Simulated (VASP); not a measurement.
Write the native input for VASP 6.6.1 that does the following.

| Quantity | Value |
| --- | --- |
| Task | single point |
| Functional | PBE |
| Potentials or basis | VASP PAW PBE potentials, release 64 (Na_pv, F) |
| Cutoff | 520 eV |
| k mesh | 12 × 12 × 6 |
| Occupations | fermi-dirac, width 0.02 eV |
| Spin | no spin polarisation |
| Dipole correction | no |
| Further INCAR settings | ALGO = Normal; EDIFF = 1e-06; NBANDS = 22 |

The structure of NaF lies in POSCAR:

```
NaF
1.0
    3.9067452882      0.0000000000      0.0000000000
   -1.9533726441      3.3498422433      0.0000000000
    0.0000000000      0.0000000000      4.5513806497
Na F
2 2
Direct
    0.3325591009      0.6651182017     -0.0625000000
    0.6674408991      0.3348817983      0.4375000000
    0.3324730304      0.6649460608      0.4375000000
    0.6675269696      0.3350539392      0.9375000000
```

This cell differs from its parent crystal: uniaxial x strain +1.0%.

The input as run:

INCAR

```
SYSTEM = NaF
PREC = Accurate ; ENCUT = 520
EDIFF = 1E-6 ; ISMEAR = -1
SIGMA = 0.02 ; LREAL = .False.
LASPH = .True. ; NELM = 100
ALGO = Normal ; ISIF = 2
LWAVE = .False. ; LCHARG = .True.
GGA = PE ; LELF = .True.
LVHAR = .True. ; NBANDS = 22
```

KPOINTS

```
Automatic mesh
0
Gamma
  12 12 6
  0 0 0
```

Potentials or basis: VASP PAW PBE potentials, release 64 (Na_pv, F).

Command:

```console
$ cat potpaw_PBE.64/Na_pv/POTCAR potpaw_PBE.64/F/POTCAR > POTCAR
$ mpirun -np 1 vasp_std > vasp.out
```

It gave:

```yaml
Pressure: 2.1 GPa
Band_gap_on_the_k_mesh: 5.65 eV
```

Caveat: the cell differs from its parent crystal (uniaxial x strain +1.0%); the structure was generated, so it needn't be the stable form of NaF.

Wall time 78 s on 1 thread of Intel(R) Xeon(R) 6975P-C (Granite Rapids), on a shared host, peak memory 0.29 GiB.
